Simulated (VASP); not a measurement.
# Zn (P6_3/mmc) in VASP: notebook, part 2 of 3

VASP 6.6.1. Earlier steps stand in the parts before.

## (3) Single point, PBE

This run uses another cell than the first one, of the same volume but with other edges.

INCAR

```
PREC     = Accurate       # precision mode
ENCUT    = 520            # plane-wave cutoff, eV
EDIFF    = 1E-6           # SCF threshold, eV
ISMEAR   = 0              # smearing method
SIGMA    = 0.1            # smearing width, eV
LREAL    = F              # projectors in reciprocal space
LASPH    = T              # aspherical terms in the spheres
NELM     = 60             # most SCF steps
ALGO     = Normal         # electronic algorithm
ISIF     = 2              # what is computed and relaxed
LWAVE    = F              # write WAVECAR
LCHARG   = F              # write CHGCAR
GGA      = PE             # functional
NBANDS   = 19             # bands
```

KPOINTS

```
Automatic mesh
0
Gamma
  18 18 8
```

POSCAR

```
Zn
1.0
    2.6333228767      0.0000000000      0.0000000000
   -1.3166614384      2.2805245076      0.0000000000
    0.0000000000      0.0000000000      5.1082440137
Zn
2
Direct
    0.3333333333      0.6666666667      0.2500000000
    0.6666666667      0.3333333333      0.7500000000
```

Potentials or basis: VASP PAW PBE potentials, release 64 (Zn).

Started as:

```sh
cat potpaw_PBE.64/Zn/POTCAR > POTCAR
mpirun -np 1 vasp_std > vasp.out
```

OUTCAR:

```text
PREC = Accurate
   ENCUT = 520
   EDIFF = 1E-6
   ISMEAR = 0
   LREAL = F
   LASPH = T
   NELM = 60
   ISIF = 2
   GGA = PE

 ion  position               nearest neighbor table
   1  0.333  0.667  0.250-   2 2.97   2 2.97   2 2.97   2 2.97   2 2.97   2 2.97
   2  0.667  0.333  0.750-   1 2.97   1 2.97   1 2.97   1 2.97   1 2.97   1 2.97

  LATTYP: Found a hexagonal cell.
 ALAT       =     2.6333228767
 C/A-ratio  =     1.9398472018

  Lattice vectors:

 A1 = (   2.6333228767,   0.0000000000,   0.0000000000)
 A2 = (  -1.3166614384,   2.2805245076,   0.0000000000)
 A3 = (   0.0000000000,   0.0000000000,   5.1082440137)

Analysis of symmetry for initial positions (statically):
=====================================================================
 Subroutine PRICEL returns:
 Original cell was already a primitive cell.

 Routine SETGRP: Setting up the symmetry group for a
 hexagonal supercell.

 Subroutine GETGRP returns: Found 24 space group operations
 (whereof 12 operations were pure point group operations)
 out of a pool of 24 trial point group operations.

The static configuration has the point symmetry D_3d.
 The point group associated with its full space group is D_6h.

Analysis of symmetry for dynamics (positions and initial velocities):
=====================================================================
 Subroutine PRICEL returns:
 Original cell was already a primitive cell.

 Routine SETGRP: Setting up the symmetry group for a
 hexagonal supercell.

 Subroutine GETGRP returns: Found 24 space group operations
 (whereof 12 operations were pure point group operations)
 out of a pool of 24 trial point group operations.

The dynamic configuration has the point symmetry D_3d.
 The point group associated with its full space group is D_6h.

 Subroutine INISYM returns: Found 24 space group operations
 (whereof 12 operations are pure point group operations),
 and found     1 'primitive' translations

----------------------------------------------------------------------------------------

                                     Primitive cell

  volume of cell :      30.6768

  direct lattice vectors                    reciprocal lattice vectors
     2.633322877  0.000000000  0.000000000     0.379748343  0.219247808  0.000000000
    -1.316661438  2.280524508  0.000000000     0.000000000  0.438495617  0.000000000
     0.000000000  0.000000000  5.108244014     0.000000000  0.000000000  0.195761987

  length of vectors
     2.633322877  2.633322877  5.108244014     0.438495617  0.438495617  0.195761987

  position of ions in fractional coordinates (direct lattice)
     0.333333333  0.666666667  0.250000000
     0.666666667  0.333333333  0.750000000

  ion indices of the primitive-cell ions
   primitive index   ion index
                 1           1
                 2           2

----------------------------------------------------------------------------------------

 KPOINTS: Automatic mesh

Automatic generation of k-mesh.
 Grid dimensions read from file:
 generate k-points for:   18   18    8

 Generating k-lattice:

  Cartesian coordinates                     Fractional coordinates (reciprocal lattice)
     0.021097130  0.012180434  0.000000000     0.055555556 -0.000000000  0.000000000
     0.000000000  0.024360868  0.000000000     0.000000000  0.055555556  0.000000000
     0.000000000  0.000000000  0.024470248     0.000000000  0.000000000  0.125000000

  Length of vectors
     0.024360868  0.024360868  0.024470248

  Shift w.r.t. Gamma in fractional coordinates (k-lattice)
     0.000000000  0.000000000  0.000000000

 Subroutine IBZKPT returns following result:
 ===========================================

 Found    185 irreducible k-points:

 Following reciprocal coordinates:
            Coordinates               Weight
  0.000000  0.000000  0.000000      1.000000
  0.055556  0.000000  0.000000      6.000000
  0.111111  0.000000  0.000000      6.000000
  0.166667 -0.000000  0.000000      6.000000
  0.222222 -0.000000  0.000000      6.000000
  0.277778  0.000000  0.000000      6.000000
[... 16 lines left out ...]
  0.333333  0.111111  0.000000     12.000000
  0.388889  0.111111  0.000000     12.000000
 [... further k-points ...]
   k-points           NKPTS =    185   k-points in BZ     NKDIM =    185   number of bands    NBANDS=     19
   number of dos      NEDOS =    301   number of ions     NIONS =      2
   total plane-waves  NPLWV =  16000
   dimension x,y,z NGX =    20 NGY =   20 NGZ =   40
   dimension x,y,z NGXF=    40 NGYF=   40 NGZF=   80
   ions per type =               2
   NGX,Y,Z   is equivalent  to a cutoff of  12.63, 12.63, 13.02 a.u.
   NGXF,Y,Z  is equivalent  to a cutoff of  25.25, 25.25, 26.04 a.u.
 SYSTEM =  unknown system
   PREC   = accura    normal or accurate (medium, high low for compatibility)
   ISTART =      0    job   : 0-new  1-cont  2-samecut
   ICHARG =      2    charge: 1-file 2-atom 10-const
   ISPIN  =      1    spin polarized calculation?
   LNONCOLLINEAR =      F non collinear calculations
   LSORBIT =      F    spin-orbit coupling
   LASPH  =      T    aspherical Exc in radial PAW
   ENCUT  =  520.0 eV  38.22 Ry    6.18 a.u.   4.90  4.90  9.50*2*pi/ulx,y,z
   NELM   =     60;   NELMIN=  2; NELMDL= -5     # of ELM steps
   EDIFF  = 0.1E-05   stopping-criterion for ELM
   LREAL  =      F    real-space projection
   EDIFFG = 0.1E-04   stopping-criterion for IOM
   NSW    =      0    number of steps for IOM
   IBRION =     -1    ionic relax: 0-MD 1-quasi-New 2-CG
   NFREE  =      0    steps in history (QN), initial steepest desc. (CG)
   ISIF   =      2    stress and relaxation
   ISYM   =      2    0-nonsym 1-usesym 2-fastsym
   POTIM  = 0.5000    time-step for ionic-motion
   TEBEG  =    0.0;   TEEND  =   0.0 temperature during run
   PSTRESS=    0.0 pullay stress
   NELECT =      24.0000    total number of electrons
   NUPDOWN=      -1.0000    fix difference up-down
   EMIN   =  10.00;   EMAX   =-10.00  energy-range for DOS
   EFERMI =   0.00;   METHOD = LEGACY
   ISMEAR =     0;   SIGMA  =   0.10  broadening in eV -4-tet -1-fermi 0-gaus
   EFERMI_NEDOS =   21; number of points for ismear=-14 and -15
   IALGO  =     38    algorithm
   IMIX   =      4    mixing-type and parameters
     AMIX     =   0.40;   BMIX     =  1.00
     AMIX_MAG =   1.60;   BMIX_MAG =  1.00
  volume/ion in A,a.u.               =      15.34       103.51
  Fermi-wavevector in a.u.,A,eV,Ry     =   1.508488  2.850628 30.960532  2.275535
  Thomas-Fermi vector in A             =   2.618935
   LORBIT       =      0    0 simple, 1 ext, 2 COOP (PROOUT), +10 PAW based schemes
   GGA     = PE    functional components
   LHFCALC =     F    Hartree Fock is set to
   AEXX    =    0.0000 exact exchange contribution
   IVDW    =     0    specifies the selected vdW correction
   LEPSILON=     F    determine dielectric tensor
   LRPA    =     F    only Hartree local field effects (RPA)
 non-spin polarized calculation
 Gauss-broadening in eV      SIGMA  =   0.10
  energy-cutoff  :      520.00
  volume of cell :       30.68
 maximum number of plane-waves:       849
 NGX is ok and might be reduce to    20

 number of electron      23.9999999 magnetization

 Free energy of the ion-electron system (eV)
  ---------------------------------------------------
  ext. energy  EPLUGINS =         0.00000000
  ---------------------------------------------------
  free energy    TOTEN  =        -2.22056605 eV

  energy without entropy =       -2.21903912  energy(sigma->0) =       -2.21980258

 E-fermi :   3.0417     XC(G=0): -11.4960

 val. band max:        3.0405689799   @ k =   0.0556   0.0556   0.2500
 cond. band min:       3.0508836308   @ k =   0.3333   0.1111   0.0000
 fundamental gap:      0.0103146510
 Fermi energy:         3.0416892937

 k-point     1 :       0.0000    0.0000    0.0000
  band No.  band energies     occupation
      1      -7.3024      2.00000
      2      -5.6302      2.00000
      3      -4.9172      2.00000
      4      -4.6446      2.00000
      5      -4.6446      2.00000
      6      -4.6053      2.00000
[... 11 lines left out ...]
     18      22.7858      0.00000
     19      22.8265      0.00000
[... 485 lines left out ...]
 k-point    24 :       0.3889    0.1111    0.0000
  band No.  band energies     occupation
      1      -5.2855      2.00000
      2      -5.1962      2.00000
      3      -5.0688      2.00000
      4      -4.6659      2.00000
      5      -4.4788      2.00000
      6      -4.4764      2.00000
[... 11 lines left out ...]
     18      15.9999      0.00000
     19      17.5740      0.00000

 [... further k-points ...]

------------------------ aborting loop because EDIFF is reached ----------------------------------------

  FORCE on cell =-STRESS in cart. coord.  units (eV):
  Direction    XX          YY          ZZ          XY          YZ          ZX
  --------------------------------------------------------------------------------------
  -------------------------------------------------------------------------------------
  Total        0.0787818      0.0787818      0.0364095     -0.0000000      0.0000000      0.0000000
  in kB        4.1145833      4.1145833      1.9015828     -0.0000000      0.0000000      0.0000000
  external PRESSURE =       3.3769164 kB  Pullay stress =       0.0000000 kB

 VOLUME and BASIS-vectors are now :
 -----------------------------------------------------------------------------
  energy-cutoff  :      520.00
  volume of cell :       30.68
      direct lattice vectors                 reciprocal lattice vectors
     2.633322877  0.000000000  0.000000000     0.379748343  0.219247808  0.000000000
    -1.316661438  2.280524508  0.000000000     0.000000000  0.438495617  0.000000000
     0.000000000  0.000000000  5.108244014     0.000000000  0.000000000  0.195761987

 POSITION                                       TOTAL-FORCE (eV/Angst)
 -----------------------------------------------------------------------------------
     -0.00000      1.52035      1.27706         0.000000     -0.000000      0.000000
      1.31666      0.76017      3.83118        -0.000000      0.000000      0.000000
 -----------------------------------------------------------------------------------
    total drift:                                0.000000     -0.000000      0.000000

  FREE ENERGIE OF THE ION-ELECTRON SYSTEM (eV)
  ---------------------------------------------------
  free  energy   TOTEN  =        -2.2205660495 eV

  energy  without entropy=       -2.2190391158  energy(sigma->0) =       -2.21980258
```

It took 30 s on 1 thread of Intel Xeon 6975P-C (Granite Rapids), shared host; peak memory 0.2 GiB.

What came out:

- Free energy: -2.2206 eV
- Pressure: 0.3 GPa
- Band gap on the k mesh: zero (band 12 reaches 4.81 eV, above the bottom of band 13 at -0.49 eV)

Stress tensor (GPa, compression positive):
```
0.41 0.00 0.00
0.00 0.41 0.00
0.00 0.00 0.19
```

## (4) Single point, PBE (volume scaled by 0.88, then relaxed in part)

INCAR

```
  PREC = Accurate
  ENCUT = 520
  EDIFF = 1E-7
  ISMEAR = 0
  SIGMA = 0.1
  LREAL = False
  LASPH = True
  NELM = 60
  ALGO = Normal
  ISIF = 2
  LWAVE = False
  LCHARG = False
  GGA = PE
  NBANDS = 19
```

KPOINTS

```
regular mesh
0
Gamma
  18 18 8
```

POSCAR

```
Zn
1.0
    2.5876254539      0.0000000000      0.0000000000
   -1.2938127270      2.2409493786      0.0000000000
    0.0000000000      0.0000000000      4.6554287802
Zn
2
Direct
    0.3333333333      0.6666666667      0.2500000000
    0.6666666667      0.3333333333      0.7500000000
```

Started as:

```sh
cat potpaw_PBE.64/Zn/POTCAR > POTCAR
mpirun -np 1 vasp_std > vasp.out
```

It took 32 s on 1 thread of Intel Xeon 6975P-C (Granite Rapids), shared host; peak memory 0.19 GiB.

Results (log left out):

- Free energy: -2.1086 eV
- Pressure: 11.3 GPa
- Band gap on the k mesh: zero (band 12 reaches 5.55 eV, above the bottom of band 13 at 1.48 eV)

Stress tensor (GPa, compression positive):
```
11.40  0.00  0.00
 0.00 11.40  0.00
 0.00  0.00 11.10
```

Levels at points of the mesh, in eV from the Fermi level:
```
           k point  band 10  band 11  band 12  band 13  band 14  band 15
(0.00, 0.00, 0.00)    -7.40    -7.40    -4.21    -2.65    15.80    18.26
(0.50, 0.00, 0.00)    -7.19    -3.44    -2.50     3.05     3.57     4.94
(0.00, 0.00, 0.50)    -7.51    -7.51    -7.51     5.54     5.54    19.78
(0.50, 0.00, 0.50)    -7.20    -2.41    -2.41     0.18     0.18    11.32
```

[end of part 2 of 3]
